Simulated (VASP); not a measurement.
# CdS (F-43m) in VASP: settings compared

The runs below take CdS through single point, with BLYP+D4, PBEsol-based screened hybrid with 25 % exact exchange.

Everything below comes from runs of VASP 6.6.1. Logs are shortened: lines on timing, memory, paths and dates and some standing lists are left out, and cuts for length are marked.

### Step 1. The cell of the first run

It takes space group F-43m (No. 216, cubic). Conventional cell: a = 5.754 Å, b = 5.754 Å, c = 5.754 Å, α = 90.00°, β = 90.00°, γ = 90.00°. Cd (site symmetry -43m) has 4 S at 2.49 Å within 3.3 Å. S (site symmetry -43m) has 4 Cd at 2.49 Å within 3.3 Å.

### Step 2. Single point, BLYP+D4

INCAR reads:

```
SYSTEM = CdS
PREC = Accurate ; ENCUT = 630
EDIFF = 1E-6 ; ISMEAR = -1
SIGMA = 0.05 ; LREAL = .False.
LASPH = .True. ; NELM = 120
ALGO = Normal ; ISIF = 2
LWAVE = .False. ; LCHARG = .False.
GGA = B5 ; ALDAX = 1.0
AGGAX = 1.0 ; AGGAC = 1.0
ALDAC = 0.0 ; IVDW = 13
VDW_S6 = 1.0 ; VDW_S8 = 2.34076671
VDW_A1 = 0.44488865 ; VDW_A2 = 4.0933009
NBANDS = 20 ; GGA_COMPAT = .False.
```

KPOINTS reads:

```
regular mesh
0
Gamma
  8 8 8
  0 0 0
```

POSCAR reads:

```
CdS
1.0
    0.0000000000      2.8770830059      2.8770830059
    2.8770830059      0.0000000000      2.8770830059
    2.8770830059      2.8770830059      0.0000000000
Cd S
1 1
Direct
    0.0000000000      0.0000000000      0.0000000000
    0.7500000000      0.7500000000      0.7500000000
```

Potentials or basis: VASP PAW PBE potentials, release 64 (Cd_sv_GW, S).

Launch:

```sh
$ cat potpaw_PBE.64/Cd_sv_GW/POTCAR potpaw_PBE.64/S/POTCAR > POTCAR
$ mpirun -np 1 vasp_std > vasp.out
```

OUTCAR:

```text
SYSTEM = CdS
   PREC = Accurate
   ENCUT = 630
   EDIFF = 1E-6
   ISMEAR = -1
   LREAL = .False.
   LASPH = .True.
   NELM = 120
   ISIF = 2
   GGA = B5
   IVDW = 13

 ion  position               nearest neighbor table
   1  0.000  0.000  0.000-   2 2.49   2 2.49   2 2.49   2 2.49
   2  0.750  0.750  0.750-   1 2.49   1 2.49   1 2.49   1 2.49

  LATTYP: Found a face centered cubic cell.
 ALAT       =     5.7541660118

  Lattice vectors:

 A1 = (   0.0000000000,   2.8770830059,   2.8770830059)
 A2 = (   2.8770830059,   0.0000000000,   2.8770830059)
 A3 = (   2.8770830059,   2.8770830059,   0.0000000000)

Analysis of symmetry for initial positions (statically):
=====================================================================
 Subroutine PRICEL returns:
 Original cell was already a primitive cell.

 Routine SETGRP: Setting up the symmetry group for a
 face centered cubic supercell.

 Subroutine GETGRP returns: Found 24 space group operations
 (whereof 24 operations were pure point group operations)
 out of a pool of 48 trial point group operations.

The static configuration has the point symmetry T_d .

Analysis of symmetry for dynamics (positions and initial velocities):
=====================================================================
 Subroutine PRICEL returns:
 Original cell was already a primitive cell.

 Routine SETGRP: Setting up the symmetry group for a
 face centered cubic supercell.

 Subroutine GETGRP returns: Found 24 space group operations
 (whereof 24 operations were pure point group operations)
 out of a pool of 48 trial point group operations.

The dynamic configuration has the point symmetry T_d .

 Subroutine INISYM returns: Found 24 space group operations
 (whereof 24 operations are pure point group operations),
 and found     1 'primitive' translations

----------------------------------------------------------------------------------------

                                     Primitive cell

  volume of cell :      47.6307

  direct lattice vectors                    reciprocal lattice vectors
     0.000000000  2.877083006  2.877083006    -0.173787131  0.173787131  0.173787131
     2.877083006  0.000000000  2.877083006     0.173787131 -0.173787131  0.173787131
     2.877083006  2.877083006  0.000000000     0.173787131  0.173787131 -0.173787131

  length of vectors
     4.068809807  4.068809807  4.068809807     0.301008140  0.301008140  0.301008140

  position of ions in fractional coordinates (direct lattice)
     0.000000000  0.000000000  0.000000000
     0.750000000  0.750000000  0.750000000

  ion indices of the primitive-cell ions
   primitive index   ion index
                 1           1
                 2           2

----------------------------------------------------------------------------------------

 KPOINTS: regular mesh

Automatic generation of k-mesh.
 Grid dimensions read from file:
 generate k-points for:    8    8    8

 Generating k-lattice:

  Cartesian coordinates                     Fractional coordinates (reciprocal lattice)
    -0.021723391  0.021723391  0.021723391     0.125000000  0.000000000  0.000000000
     0.021723391 -0.021723391  0.021723391     0.000000000  0.125000000  0.000000000
     0.021723391  0.021723391 -0.021723391     0.000000000  0.000000000  0.125000000

  Length of vectors
     0.037626017  0.037626017  0.037626017

  Shift w.r.t. Gamma in fractional coordinates (k-lattice)
     0.000000000  0.000000000  0.000000000

 Subroutine IBZKPT returns following result:
 ===========================================

 Found     29 irreducible k-points:

 Following reciprocal coordinates:
            Coordinates               Weight
  0.000000  0.000000  0.000000      1.000000
  0.125000  0.000000  0.000000      8.000000
  0.250000  0.000000  0.000000      8.000000
  0.375000  0.000000  0.000000      8.000000
  0.500000  0.000000  0.000000      4.000000
  0.125000  0.125000  0.000000      6.000000
[... 16 lines left out ...]
  0.500000  0.250000  0.125000     48.000000
 -0.375000  0.250000  0.125000     24.000000
 [... further k-points ...]
   k-points           NKPTS =     29   k-points in BZ     NKDIM =     29   number of bands    NBANDS=     20
   number of dos      NEDOS =    301   number of ions     NIONS =      2
   total plane-waves  NPLWV =  46656
   dimension x,y,z NGX =    36 NGY =   36 NGZ =   36
   dimension x,y,z NGXF=    72 NGYF=   72 NGZF=   72
   ions per type =               1   1
   NGX,Y,Z   is equivalent  to a cutoff of  14.71, 14.71, 14.71 a.u.
   NGXF,Y,Z  is equivalent  to a cutoff of  29.42, 29.42, 29.42 a.u.
 SYSTEM =  CdS
   PREC   = accura    normal or accurate (medium, high low for compatibility)
   ISTART =      0    job   : 0-new  1-cont  2-samecut
   ICHARG =      2    charge: 1-file 2-atom 10-const
   ISPIN  =      1    spin polarized calculation?
   LNONCOLLINEAR =      F non collinear calculations
   LSORBIT =      F    spin-orbit coupling
   LASPH  =      T    aspherical Exc in radial PAW
   ENCUT  =  630.0 eV  46.30 Ry    6.80 a.u.   8.33  8.33  8.33*2*pi/ulx,y,z
   NELM   =    120;   NELMIN=  2; NELMDL= -5     # of ELM steps
   EDIFF  = 0.1E-05   stopping-criterion for ELM
   LREAL  =      F    real-space projection
   EDIFFG = 0.1E-04   stopping-criterion for IOM
   NSW    =      0    number of steps for IOM
   IBRION =     -1    ionic relax: 0-MD 1-quasi-New 2-CG
   NFREE  =      0    steps in history (QN), initial steepest desc. (CG)
   ISIF   =      2    stress and relaxation
   ISYM   =      2    0-nonsym 1-usesym 2-fastsym
   POTIM  = 0.5000    time-step for ionic-motion
   TEBEG  =    0.0;   TEEND  =   0.0 temperature during run
   PSTRESS=    0.0 pullay stress
   NELECT =      26.0000    total number of electrons
   NUPDOWN=      -1.0000    fix difference up-down
   EMIN   =  10.00;   EMAX   =-10.00  energy-range for DOS
   EFERMI =   0.00;   METHOD = LEGACY
   ISMEAR =    -1;   SIGMA  =   0.05  broadening in eV -4-tet -1-fermi 0-gaus
   EFERMI_NEDOS =   21; number of points for ismear=-14 and -15
   IALGO  =     38    algorithm
   IMIX   =      4    mixing-type and parameters
     AMIX     =   0.40;   BMIX     =  1.00
     AMIX_MAG =   1.60;   BMIX_MAG =  1.00
  volume/ion in A,a.u.               =      23.82       160.71
  Fermi-wavevector in a.u.,A,eV,Ry     =   1.337941  2.528341 24.355592  1.790086
  Thomas-Fermi vector in A             =   2.466450
   LORBIT       =      0    0 simple, 1 ext, 2 COOP (PROOUT), +10 PAW based schemes
   GGA     = B5    functional components
   LHFCALC =     F    Hartree Fock is set to
   AEXX    =    0.0000 exact exchange contribution
   IVDW    =    13    specifies the selected vdW correction
   LEPSILON=     F    determine dielectric tensor
   LRPA    =     F    only Hartree local field effects (RPA)
 non-spin polarized calculation
  energy-cutoff  :      630.00
  volume of cell :       47.63
 maximum number of plane-waves:      1727
 NGX is ok and might be reduce to    36
   NGX = 17   NGY = 17   NGZ = 17

 number of electron      26.0000004 magnetization

 Free energy of the ion-electron system (eV)
  ---------------------------------------------------
  ext. energy  EPLUGINS =         0.00000000
  ---------------------------------------------------
  free energy    TOTEN  =        -5.09932199 eV

  energy without entropy =       -5.09932193  energy(sigma->0) =       -5.09932196

 E-fermi :   4.3088     XC(G=0):  -8.9793

 val. band max:        3.6640673998   @ k =   0.0000   0.0000   0.0000
 cond. band min:       4.8788007050   @ k =   0.0000   0.0000   0.0000
 fundamental gap:      1.2147333053
 Fermi energy:         4.3088192898

 k-point     1 :       0.0000    0.0000    0.0000
  band No.  band energies     occupation
      1     -97.4257      2.00000
      2     -58.7019      2.00000
      3     -58.7019      2.00000
      4     -58.7019      2.00000
      5      -8.9405      2.00000
      6      -4.2769      2.00000
[... 12 lines left out ...]
     19      15.2982      0.00000
     20      15.4667      0.00000

 k-point     2 :       0.1250    0.0000    0.0000
  band No.  band energies     occupation
      1     -97.4257      2.00000
      2     -58.7021      2.00000
      3     -58.7020      2.00000
      4     -58.7020      2.00000
      5      -8.8736      2.00000
      6      -4.2524      2.00000
[... 12 lines left out ...]
     19      14.6823      0.00000
     20      15.9550      0.00000

 k-point     3 :       0.2500    0.0000    0.0000
  band No.  band energies     occupation
      1     -97.4257      2.00000
      2     -58.7023      2.00000
      3     -58.7020      2.00000
      4     -58.7020      2.00000
      5      -8.7112      2.00000
      6      -4.1992      2.00000
[... 12 lines left out ...]
     19      14.4316      0.00000
     20      15.2280      0.00000

 k-point     4 :       0.3750    0.0000    0.0000
  band No.  band energies     occupation
      1     -97.4257      2.00000
      2     -58.7027      2.00000
      3     -58.7021      2.00000
      4     -58.7021      2.00000
      5      -8.5493      2.00000
      6      -4.1584      2.00000
[... 12 lines left out ...]
     19      15.2790      0.00000
     20      15.2790      0.00000

 k-point     5 :       0.5000    0.0000    0.0000
  band No.  band energies     occupation
      1     -97.4257      2.00000
      2     -58.7028      2.00000
      3     -58.7021      2.00000
      4     -58.7021      2.00000
      5      -8.4830      2.00000
      6      -4.1459      2.00000
[... 12 lines left out ...]
     19      16.2942      0.00000
     20      16.2943      0.00000
[... 353 lines left out ...]
      6      -4.0542      2.00000
[... 12 lines left out ...]
     19      15.9377      0.00000
     20      17.2159      0.00000

 k-point    22 :       0.3750    0.2500    0.1250
  band No.  band energies     occupation
      1     -97.4257      2.00000
      2     -58.7024      2.00000
      3     -58.7022      2.00000
      4     -58.7021      2.00000
      5      -8.5920      2.00000
      6      -4.1433      2.00000
[... 12 lines left out ...]
     19      15.7686      0.00000
     20      17.8136      0.00000

 k-point    23 :       0.5000    0.2500    0.1250
  band No.  band energies     occupation
      1     -97.4257      2.00000
      2     -58.7026      2.00000
      3     -58.7023      2.00000
      4     -58.7021      2.00000
      5      -8.4650      2.00000
      6      -4.1043      2.00000
[... 12 lines left out ...]
     19      16.6436      0.00000
     20      16.8630      0.00000

 k-point    24 :      -0.3750    0.2500    0.1250
  band No.  band energies     occupation
      1     -97.4257      2.00000
      2     -58.7027      2.00000
      3     -58.7023      2.00000
      4     -58.7022      2.00000
      5      -8.4133      2.00000
      6      -4.0994      2.00000
[... 12 lines left out ...]
     19      16.0826      0.00000
     20      16.9376      0.00000

 [... further k-points ...]

------------------------ aborting loop because EDIFF is reached ----------------------------------------

  DFT-D4 for vdW energy calculation

  Edisp (eV):   -1.23221

  FORCE on cell =-STRESS in cart. coord.  units (eV):
  Direction    XX          YY          ZZ          XY          YZ          ZX
  --------------------------------------------------------------------------------------
  -------------------------------------------------------------------------------------
  Total       1.35327     1.35327     1.35327     0.00000    -0.00000    -0.00000
  in kB      45.52047    45.52047    45.52047     0.00000    -0.00000    -0.00000
  external pressure =       45.52 kB  Pullay stress =        0.00 kB

 VOLUME and BASIS-vectors are now :
 -----------------------------------------------------------------------------
  energy-cutoff  :      630.00
  volume of cell :       47.63
      direct lattice vectors                 reciprocal lattice vectors
     0.000000000  2.877083006  2.877083006    -0.173787131  0.173787131  0.173787131
     2.877083006  0.000000000  2.877083006     0.173787131 -0.173787131  0.173787131
     2.877083006  2.877083006  0.000000000     0.173787131  0.173787131 -0.173787131

 POSITION                                       TOTAL-FORCE (eV/Angst)
 -----------------------------------------------------------------------------------
      0.00000      0.00000      0.00000        -0.000000     -0.000000     -0.000000
      4.31562      4.31562      4.31562         0.000000      0.000000      0.000000
 -----------------------------------------------------------------------------------
    total drift:                               -0.000000     -0.000000     -0.000000

  FREE ENERGIE OF THE ION-ELECTRON SYSTEM (eV)
  ---------------------------------------------------
  free  energy   TOTEN  =        -6.3315298461 eV

  energy  without entropy=       -6.3315297866  energy(sigma->0) =       -6.33152982
```

Wall time 47 s (1 thread of Intel Xeon Platinum 8488C (Sapphire Rapids), shared host); peak memory 0.23 GiB.

Results:

```yaml
Free_energy: -6.3315 eV
Pressure: 4.6 GPa
Band_gap_on_the_k_mesh: 1.21 eV
Dispersion_energy_per_atom: -0.616 eV
```

Caveat: the cell stands under pressure; the PAW data sets were made with another functional, which shifts forces and pressure a little. BLYP gaps usually lie below the measured ones, often by a third to a half.

### Step 3. Single point, PBEsol-based screened hybrid with 25 % exact exchange

This run uses another cell than the first one, of 23.32 Å³/atom.

POSCAR reads:

```
CdS
1.0
    0.0000000000      2.8569628861      2.8569628861
    2.8569628861      0.0000000000      2.8569628861
    2.8569628861      2.8569628861      0.0000000000
Cd S
1 1
Direct
    0.0000000000      0.0000000000      0.0000000000
    0.7500000000      0.7500000000      0.7500000000
```

INCAR.step1 reads:

```
PREC = Accurate
ENCUT = 470
EDIFF = 1E-5
ISMEAR = -1
SIGMA = 0.05
LREAL = F
LASPH = T
NELM = 120
ALGO = Normal
ISIF = 2
LWAVE = T
LCHARG = F
NBANDS = 20
GGA = PE
GGA_COMPAT = F
```

INCAR.step2 reads:

```
PREC = Accurate
ENCUT = 470
EDIFF = 1E-6
ISMEAR = -1
SIGMA = 0.05
LREAL = F
LASPH = T
NELM = 120
ALGO = Normal
ISIF = 2
LWAVE = F
LCHARG = F
GGA = PS
LHFCALC = T
AEXX = 0.25
HFSCREEN = 0.207
PRECFOCK = Normal
NBANDS = 20
ISTART = 1
GGA_COMPAT = F
```

KPOINTS reads:

```
regular mesh
0
Gamma
  4 4 4
```

Potentials or basis: VASP PAW PBE potentials, release 64 (Cd_sv_GW, S).

Launch:

```sh
$ cat potpaw_PBE.64/Cd_sv_GW/POTCAR potpaw_PBE.64/S/POTCAR > POTCAR
$ cp INCAR.step1 INCAR
$ mpirun -np 1 vasp_std > vasp.out
$ cp INCAR.step2 INCAR
$ mpirun -np 1 vasp_std > vasp.out
```

Wall time 15 min (1 thread of Intel Xeon Platinum 8259CL at 2.50GHz (Skylake/Cascade Lake), shared host); peak memory 0.3 GiB.

The run converged. Its results:

```yaml
Free_energy: -8.1111 eV
Pressure: 2.5 GPa
Band_gap_on_the_k_mesh: 2.17 eV
```

Levels at points of the mesh, in eV from the valence-band top:
```csv
k point,band 11,band 12,band 13,band 14,band 15,band 16
"(0.00, 0.00, 0.00)",0.00,0.00,0.00,2.17,7.60,7.60
"(0.50, 0.00, 0.00)",-5.18,-0.91,-0.91,4.08,8.07,8.07
"(0.50, 0.50, 0.00)",-4.58,-2.28,-2.28,4.20,5.43,10.70
```

Caveat: the k points lie up to 0.48 Å⁻¹ apart; the PAW data sets were made with another functional, which shifts forces and pressure a little.
